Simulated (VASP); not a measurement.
Set up this calculation in VASP 6.6.1, as the native input.

```yaml
Task: single point
Functional: BLYP
Potentials_or_basis: VASP PAW PBE potentials, release 64 (Hf_pv, C)
Cutoff: 520 eV
k_mesh: 10 × 10 × 10
Occupations: fermi-dirac, width 0.05 eV
Spin: no spin polarisation
Dipole_correction: no
Further_INCAR_settings: ALGO = Normal; EDIFF = 1e-07; NBANDS = 14
```

The structure of HfC lies in POSCAR:

```
HfC
1.0
    0.0000000000      2.3504735648      2.3504735648
    2.3504735648      0.0000000000      2.3504735648
    2.3504735648      2.3504735648      0.0000000000
Hf C
1 1
Direct
    0.5000000000      0.5000000000      0.5000000000
    0.0000000000      0.0000000000      0.0000000000
```

One way to write it, as run:

INCAR

```
PREC     = Accurate       # precision mode
ENCUT    = 520            # plane-wave cutoff, eV
EDIFF    = 1E-7           # SCF threshold, eV
ISMEAR   = -1             # smearing method
SIGMA    = 0.05           # smearing width, eV
LREAL    = F              # projectors in reciprocal space
LASPH    = T              # aspherical terms in the spheres
NELM     = 80             # most SCF steps
ALGO     = Normal         # electronic algorithm
ISIF     = 2              # what is computed and relaxed
LWAVE    = F              # write WAVECAR
LCHARG   = T              # write CHGCAR
GGA      = B5             # functional
ALDAX    = 1.0          
AGGAX    = 1.0          
AGGAC    = 1.0          
ALDAC    = 0.0          
LELF     = T              # ELF
LVHAR    = T            
NBANDS   = 14             # bands
```

KPOINTS

```
Automatic mesh
0
Gamma
  10 10 10
```

Potentials or basis: VASP PAW PBE potentials, release 64 (Hf_pv, C).

Command:

```console
$ cat potpaw_PBE.64/Hf_pv/POTCAR potpaw_PBE.64/C/POTCAR > POTCAR
$ mpirun -np 1 vasp_std > vasp.out
```

Results of the run:

```json
{
 "Pressure": "-0.1 GPa",
 "Band gap on the k mesh": "zero (band 7 reaches 7.16 eV, above the bottom of band 8 at 5.81 eV)"
}
```

Caveat: the PAW data sets were made with another functional, which shifts forces and pressure a little; spin-orbit coupling is left out, which moves the levels of the heavy elements.

Wall time 45 s on 1 thread of Intel Xeon 8259CL (shared host), peak memory 0.17 GiB.
